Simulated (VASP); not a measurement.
# BeTe (F-43m) in VASP: a series of runs, part 2 of 2

VASP 6.6.1. The steps go on from the part before.

## 3. Relaxation of cell and atoms, r2SCAN

This run uses another cell than the first one, of 21.25 Å³/atom, 0.939 times its volume.

POSCAR reads:

```
BeTe
1.0
    0.0000000000      2.7700000000      2.7700000000
    2.7700000000      0.0000000000      2.7700000000
    2.7700000000      2.7700000000      0.0000000000
Be Te
1 1
Direct
    0.0000000000      0.0000000000      0.0000000000
    0.2500000000      0.2500000000      0.2500000000
```

INCAR.step1 reads:

```
ALGO = Normal ; EDIFF = 1E-4
ENCUT = 600 ; GGA = PE
ISMEAR = 1 ; LASPH = T
LCHARG = F ; LREAL = F
LWAVE = T ; NELM = 60
PREC = Accurate ; SIGMA = 0.05
```

INCAR.step2 reads:

```
ALGO = Normal ; EDIFF = 1E-6
EDIFFG = -0.005 ; ENCUT = 600
IBRION = 2 ; ISIF = 3
ISMEAR = 1 ; ISTART = 1
LASPH = T ; LCHARG = F
LMIXTAU = T ; LREAL = F
LWAVE = F ; METAGGA = R2SCAN
NELM = 60 ; NSW = 100
PREC = Accurate ; SIGMA = 0.05
```

KPOINTS reads:

```
k-points
0
Gamma
  10 10 10
```

Potentials or basis: VASP PAW PBE potentials, release 64 (Be, Te).

The run is started by

```
$ cat potpaw_PBE.64/Be/POTCAR potpaw_PBE.64/Te/POTCAR > POTCAR
$ cp INCAR.step1 INCAR
$ mpirun -np 1 vasp_std > vasp.out
$ cp INCAR.step2 INCAR
$ mpirun -np 1 vasp_std > vasp.out
```

OUTCAR:

```text
EDIFF = 1E-6
   EDIFFG = -0.005
   ENCUT = 600
   IBRION = 2
   ISIF = 3
   ISMEAR = 1
   ISTART = 1
   LASPH = T
   LREAL = F
   METAGGA = R2SCAN
   NELM = 60
   NSW = 100
   PREC = Accurate

 ion  position               nearest neighbor table
   1  0.000  0.000  0.000-   2 2.40   2 2.40   2 2.40   2 2.40
   2  0.250  0.250  0.250-   1 2.40   1 2.40   1 2.40   1 2.40

  LATTYP: Found a face centered cubic cell.
 ALAT       =     5.5400000000

  Lattice vectors:

 A1 = (   0.0000000000,   2.7700000000,   2.7700000000)
 A2 = (   2.7700000000,   0.0000000000,   2.7700000000)
 A3 = (   2.7700000000,   2.7700000000,   0.0000000000)

Analysis of symmetry for initial positions (statically):
=====================================================================
 Subroutine PRICEL returns:
 Original cell was already a primitive cell.

 Routine SETGRP: Setting up the symmetry group for a
 face centered cubic supercell.

 Subroutine GETGRP returns: Found 24 space group operations
 (whereof 24 operations were pure point group operations)
 out of a pool of 48 trial point group operations.

The static configuration has the point symmetry T_d .

Analysis of symmetry for dynamics (positions and initial velocities):
=====================================================================
 Subroutine PRICEL returns:
 Original cell was already a primitive cell.

 Routine SETGRP: Setting up the symmetry group for a
 face centered cubic supercell.

 Subroutine GETGRP returns: Found 24 space group operations
 (whereof 24 operations were pure point group operations)
 out of a pool of 48 trial point group operations.

The dynamic configuration has the point symmetry T_d .

 Subroutine INISYM returns: Found 24 space group operations
 (whereof 24 operations are pure point group operations),
 and found     1 'primitive' translations
[... 120 lines left out ...]
   METAGGA = R2SCAN    functional components
   LHFCALC =     F    Hartree Fock is set to
   AEXX    =    0.0000 exact exchange contribution
   IVDW    =     0    specifies the selected vdW correction
   LEPSILON=     F    determine dielectric tensor
   LRPA    =     F    only Hartree local field effects (RPA)
 conjugate gradient relaxation of ions
 non-spin polarized calculation
 Methfessel and Paxton  Order N= 1 SIGMA  =   0.05
  energy-cutoff  :      600.00
  volume of cell :       42.51
 maximum number of plane-waves:      1430
   NGX = 15   NGY = 15   NGZ = 15

--------------------------------------- Ionic step        1  -------------------------------------------

 number of electron       8.0000000 magnetization

 Free energy of the ion-electron system (eV)
  ---------------------------------------------------
  ext. energy  EPLUGINS =         0.00000000
  ---------------------------------------------------
  free energy    TOTEN  =       -30.64783025 eV

  energy without entropy =      -30.64783895  energy(sigma->0) =      -30.64783315

------------------------ aborting loop because EDIFF is reached ----------------------------------------

  FORCE on cell =-STRESS in cart. coord.  units (eV):
  Direction    XX          YY          ZZ          XY          YZ          ZX
  --------------------------------------------------------------------------------------
  -------------------------------------------------------------------------------------
  Total        1.1760974      1.1760974      1.1760974      0.0000000     -0.0000000     -0.0000000
  in kB       44.3286576     44.3286576     44.3286576      0.0000000     -0.0000000     -0.0000000
  external PRESSURE =      44.3286576 kB  Pullay stress =       0.0000000 kB
[... 59 lines left out ...]
--------------------------------------- Ionic step        3  -------------------------------------------

 number of electron       8.0000000 magnetization

 Free energy of the ion-electron system (eV)
  ---------------------------------------------------
  ext. energy  EPLUGINS =         0.00000000
  ---------------------------------------------------
  free energy    TOTEN  =       -30.68572749 eV

  energy without entropy =      -30.68573619  energy(sigma->0) =      -30.68573039

 E-fermi :   4.7988     XC(G=0):  -9.4118

 val. band max:        4.7567065174   @ k =   0.0000   0.0000   0.0000
 cond. band min:       7.1313828577   @ k =   0.5000   0.5000   0.0000
 fundamental gap:      2.3746763403
 Fermi energy:         4.7988002776

 k-point     1 :       0.0000    0.0000    0.0000
  band No.  band energies     occupation
      1      -7.9207      2.00000
      2       4.7567      2.00000
      3       4.7567      2.00000
      4       4.7567      2.00000
      5       8.7888      0.00000
      6       8.7888      0.00000
      7       8.7888      0.00000
      8       9.1404      0.00000
[... 243 lines left out ...]
 k-point    24 :       0.4000    0.3000    0.0000
  band No.  band energies     occupation
      1      -6.5150      2.00000
      2       0.4013      2.00000
      3       2.2328      2.00000
      4       2.5027      2.00000
      5       7.6449      0.00000
      6       8.8453      0.00000
      7      12.8984      0.00000
      8      13.0914      0.00000

 [... further k-points ...]
[... 5 lines left out ...]
  --------------------------------------------------------------------------------------
  -------------------------------------------------------------------------------------
  Total        0.0024872      0.0024872      0.0024872      0.0000000      0.0000000     -0.0000000
  in kB        0.0878035      0.0878035      0.0878035      0.0000000      0.0000000     -0.0000000
  external PRESSURE =       0.0878035 kB  Pullay stress =       0.0000000 kB
[... 17 lines left out ...]
  FREE ENERGIE OF THE ION-ELECTRON SYSTEM (eV)
  ---------------------------------------------------
  free  energy   TOTEN  =       -30.6857274938 eV

  energy  without entropy=      -30.6857361916  energy(sigma->0) =      -30.68573039

 reached required accuracy - stopping structural energy minimisation
```

OUTCAR.step1:

```text
EDIFF = 1E-4
   ENCUT = 600
   GGA = PE
   ISMEAR = 1
   LASPH = T
[... 484 lines left out ...]
 -----------------------------------------------------------------------------------
      0.00000      0.00000      0.00000        -0.000000     -0.000000     -0.000000
      1.38500      1.38500      1.38500         0.000000      0.000000      0.000000
 -----------------------------------------------------------------------------------
    total drift:                                0.000000      0.000000      0.000000

  FREE ENERGIE OF THE ION-ELECTRON SYSTEM (eV)
  ---------------------------------------------------
  free  energy   TOTEN  =        -7.5854555297 eV

  energy  without entropy=       -7.5854642266  energy(sigma->0) =       -7.58545843
```

OSZICAR.step1:

```text
N       E                     dE             d eps       ncg     rms          rms(c)
DAV:   1     0.227089984077E+02    0.22709E+02   -0.37871E+03   752   0.917E+02
DAV:   2    -0.700409185919E+01   -0.29713E+02   -0.28746E+02  1120   0.108E+02
DAV:   3    -0.775539985305E+01   -0.75131E+00   -0.75131E+00   896   0.226E+01
DAV:   4    -0.776057422736E+01   -0.51744E-02   -0.51744E-02  1152   0.218E+00
DAV:   5    -0.776058694000E+01   -0.12713E-04   -0.12713E-04   984   0.849E-02    0.446E+00
DAV:   6    -0.762383445579E+01    0.13675E+00   -0.20044E-01   888   0.236E+00    0.266E+00
DAV:   7    -0.758476210708E+01    0.39072E-01   -0.14202E-01  1008   0.205E+00    0.564E-01
DAV:   8    -0.758515786111E+01   -0.39575E-03   -0.66698E-03   824   0.596E-01    0.999E-02
DAV:   9    -0.758542129245E+01   -0.26343E-03   -0.41599E-04  1024   0.160E-01    0.255E-02
DAV:  10    -0.758545552966E+01   -0.34237E-04   -0.63515E-05   768   0.487E-02
   1 F= -.75854555E+01 E0= -.75854584E+01  d E =0.869692E-05
```

Wall time 2 min (1 thread of Intel Xeon Platinum 8259CL at 2.50GHz (Skylake/Cascade Lake), shared host); peak memory 0.21 GiB.

Results:

- Free energy: -30.6857 eV
- Relaxed volume: 22.69 Å³/atom
- Relaxed cell: a = 4.004 Å, b = 4.004 Å, c = 4.004 Å, α = 60.00°, β = 60.00°, γ = 60.00°
- Space group after relaxing (to 0.05 Å): F-43m (No. 216)
- Energy gained by relaxing: 18.9 meV/atom
- Ionic steps: 3
- Pressure after relaxing: 0.0 GPa
- Band gap on the k mesh: 2.37 eV, indirect (least direct gap 4.03 eV)

Step by step:
```
step  energy change (eV)  largest force (eV/Å)  pressure (GPa)  volume (Å³)
   1              0.0000                0.0000            4.43        42.51
   2             -0.0351                0.0000           -1.05        46.23
   3             -0.0379                0.0000            0.01        45.38
```

Final structure:
```
Be Te
1.0
     0.00000    2.83113    2.83113
     2.83113    0.00000    2.83113
     2.83113    2.83113    0.00000
Be Te
1 1
Direct
  0.00000 0.00000 0.00000
  0.25000 0.25000 0.25000
```

Caveat: the PAW data sets were made with another functional, which shifts forces and pressure a little; spin-orbit coupling is left out, which moves the levels of the heavy elements. A k mesh can miss the band edges.
